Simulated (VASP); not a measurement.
Here is a VASP 6.6.1 calculation.

INCAR

```
PREC = Accurate ; ENCUT = 520
EDIFF = 1E-6 ; ISMEAR = 0
SIGMA = 0.15 ; LREAL = F
LASPH = T ; NELM = 80
ALGO = Normal ; ISIF = 2
LWAVE = F ; LCHARG = F
NBANDS = 16
```

The input KPOINTS:

```
regular mesh
0
Gamma
  15 15 12
```

Contents of POSCAR:

```
ZrB2
1.0
    3.0699000000      0.0000000000      0.0000000000
   -1.5349500000      2.6586113871      0.0000000000
    0.0000000000      0.0000000000      3.3726000000
Zr B
1 2
Direct
    0.0000000000      0.0000000000      0.0000000000
    0.3333333333      0.6666666667      0.5000000000
    0.6666666667      0.3333333333      0.5000000000
```

Potentials or basis: VASP PAW LDA potentials, release 64 (Zr_sv, B).

Run with:

```console
$ cat potpaw_LDA.64/Zr_sv/POTCAR potpaw_LDA.64/B/POTCAR > POTCAR
$ mpirun -np 1 vasp_std > vasp.out
```

Question: Estimate the band gap on the k mesh.

Answer: Zero (bands 9 and 10 overlap by 1.01 eV).

Question: Predict the pressure.

Answer: 23.0 GPa.

Stress tensor (GPa, compression positive):
```
21.60  0.00  0.00
 0.00 21.60  0.00
 0.00  0.00 25.84
```

Caveat: the cell stands under pressure.
